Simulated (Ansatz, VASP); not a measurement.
TaN: VASP beside Ansatz

Contents of INCAR:

```
SYSTEM = TaN
  PREC = Accurate
  ENCUT = 520
  EDIFF = 1E-6
  ISMEAR = -1
  SIGMA = 0.05
  LREAL = .FALSE.
  LASPH = .TRUE.
  NELM = 100
  ALGO = Normal
  ISIF = 2
  LWAVE = .FALSE.
  LCHARG = .FALSE.
  GGA = PS
  NBANDS = 24
```

Contents of KPOINTS:

```
regular mesh
0
G
  4 4 4
  0 0 0
```

Contents of POSCAR:

```
TaN
1.0
    3.6630404800      0.0000000000      0.0000000000
    0.0000000000      3.6630404800      0.0000000000
    0.0000000000      0.0000000000      4.5604939800
Ta N
2 2
Direct
    0.0000000000      0.5000000000      0.0000000000
    0.5000000000      0.0000000000      0.5000000000
    0.0000000000      0.0000000000      0.2500000000
    0.0000000000      0.0000000000      0.7500000000
```

The input input.yaml:

```yaml
crystal:
  lattice:
    - [3.66304048, 0.0, 0.0]
    - [0.0, 3.66304048, 0.0]
    - [0.0, 0.0, 4.56049398]
  atoms:
    - { symbol: Ta, position: [0.0, 0.5, 0.0] }
    - { symbol: Ta, position: [0.5, 0.0, 0.5] }
    - { symbol: "N", position: [0.0, 0.0, 0.25] }
    - { symbol: "N", position: [0.0, 0.0, 0.75] }
hamiltonian:
  xc: pbesol
  pseudopotentials: { kind: paw }
kpoints:
  mp_grid: { grid: [4, 4, 4] }
  band_path:
    path:
      - [[0.0, 0.0, 0.0], [0.0, 0.5, 0.0], [0.5, 0.5, 0.0], [0.0, 0.0, 0.0], [0.0, 0.0, 0.5], [0.0, 0.5, 0.5], [0.5, 0.5, 0.5], [0.0, 0.0, 0.5]]
      - [[0.0, 0.5, 0.0], [0.0, 0.5, 0.5]]
      - [[0.5, 0.5, 0.0], [0.5, 0.5, 0.5]]
    npoints: 14
scf:
  occupations: { method: fermi_dirac, width: 0.05 }
  n_extra_bands: 10
output:
  forces: true
  stress: true
  eigenvalues: true
  fatbands: false
```

Alike in both runs: functional PBEsol; k mesh 4 × 4 × 4; occupations fermi-dirac, width 0.05 eV; no spin polarisation.

|  | VASP | Ansatz |
| --- | --- | --- |
| version | VASP 6.6.1 | Ansatz 0.2.0 |
| potentials or method | VASP PAW PBE potentials, release 64 (Ta_pv, N) | Ansatz PAW |
| plane-wave cutoff (eV) | 520 | 420 |
| valence electrons in the cell | 32 | 36 |
| task | single point | band structure |

VASP gave:

```
gap on the k mesh at the Fermi level (eV)                     : none
pressure (GPa)                                                : -24.9
traceless stress, the component that is largest in VASP (GPa) : 21.01
```

Q: Estimate Ansatz's values.

A: gap on the k mesh at the Fermi level (eV): none; pressure (GPa): -25.1; traceless stress, the component that is largest in VASP (GPa): 21.28.

VASP's potentials were made for PBE, not for PBEsol. A gap of «none» marks a metal or a gap that the smearing closes. VASP's potentials hold 32 valence electrons a cell and Ansatz's 36, so a difference there can come from the potentials and not from the codes.

The k mesh is coarse, so the values compare programs but aren't converged. Neither program's run includes spin-orbit coupling.
